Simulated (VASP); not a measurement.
## Hf: single point with PBE

Crystal: Hf.

```
Hf
1.0
     0.00000    2.24220    2.22000
     2.24220    0.00000    2.22000
     2.24220    2.24220    0.00000
Hf
1
Direct
  0.00000 0.00000 0.00000
```

This cell differs from its parent crystal: equal xx and yy strain of +1 %.

```json
{
 "Program": "VASP 6.6.1",
 "Task": "single point",
 "Functional": "PBE",
 "Potentials or basis": "VASP PAW PBE potentials, release 64 (Hf_pv)",
 "Cutoff": "520 eV",
 "k mesh": "13 × 13 × 13",
 "Occupations": "fermi-dirac, width 0.03 eV",
 "Spin": "no spin polarisation",
 "Dipole correction": "no",
 "Further INCAR settings": "ALGO = Normal; EDIFF = 1e-06; NBANDS = 11"
}
```

* Pressure: 0.6 GPa
* Band gap on the k mesh: zero (band 5 reaches 6.12 eV, above the bottom of band 6 at 4.18 eV)

Stress tensor (GPa, compression positive):
```
0.55 0.00 0.00
0.00 0.55 0.00
0.00 0.00 0.72
```

Levels at points of the mesh, in eV from the Fermi level:
```
           k point  band 1  band 2  band 3  band 4  band 5  band 6  band 7  band 8  band 9  band 10
(0.00, 0.00, 0.00)  -29.99  -29.99  -29.99   -7.20    1.38    1.38    1.50    4.14    4.30    11.34
```

Wall time 31 s on 1 thread of Intel Xeon 8259CL (shared host), peak memory 0.17 GiB.

Caveat: the cell differs from its parent crystal (equal xx and yy strain of +1 %); spin-orbit coupling is left out, which moves the levels of the heavy elements.
